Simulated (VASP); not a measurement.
The system is GaN.

```xyz
2
Lattice="0.0000 2.2535 2.2535 2.2535 0.0000 2.2535 2.2535 2.2535 0.0000" Properties=species:S:1:pos:R:3 pbc="T T T"
Ga    0.0000    0.0000    0.0000
N     1.1268    1.1268    1.1268
```

```yaml
Program: VASP 6.6.1
Task: relaxation of cell and atoms
Functional: B3LYP
Potentials_or_basis: VASP PAW PBE potentials, release 64 (Ga_d, N)
Cutoff: 600 eV
k_mesh: 5 × 5 × 5
Occupations: fermi-dirac, width 0.05 eV
Spin: no spin polarisation
```

At the start: pressure 5.1 GPa; volume 11.44 Å³/atom.

How do energy, volume and symmetry change on relaxing?

Over 3 steps the energy falls by 4.8 meV/atom and the volume is 11.75 Å³/atom (+2.7 %); space group F-43m (No. 216, to 0.1 Å) before and after.

The path:
| step | energy change (eV) | largest force (eV/Å) | pressure (GPa) | volume (Å³) |
| --- | --- | --- | --- | --- |
| 1 | 0.0000 | 0.0000 | 5.06 | 22.89 |
| 2 | -0.0010 | 0.0000 | -4.43 | 24.11 |
| 3 | -0.0095 | 0.0000 | -0.02 | 23.51 |

Final structure:
```cif
data_structure
_symmetry_space_group_name_H-M 'P 1'
_symmetry_Int_Tables_number 1
_cell_length_a 3.2153
_cell_length_b 3.2153
_cell_length_c 3.2153
_cell_angle_alpha 60.000
_cell_angle_beta 60.000
_cell_angle_gamma 60.000
_cell_volume 23.51
loop_
_atom_site_label
_atom_site_type_symbol
_atom_site_fract_x
_atom_site_fract_y
_atom_site_fract_z
_atom_site_occupancy
Ga1 Ga 0.00000 0.00000 0.00000 1
N1 N 0.25000 0.25000 0.25000 1
```

Caveat: the k points lie up to 0.48 Å⁻¹ apart in the final cell; the PAW data sets were made with another functional, which shifts forces and pressure a little.
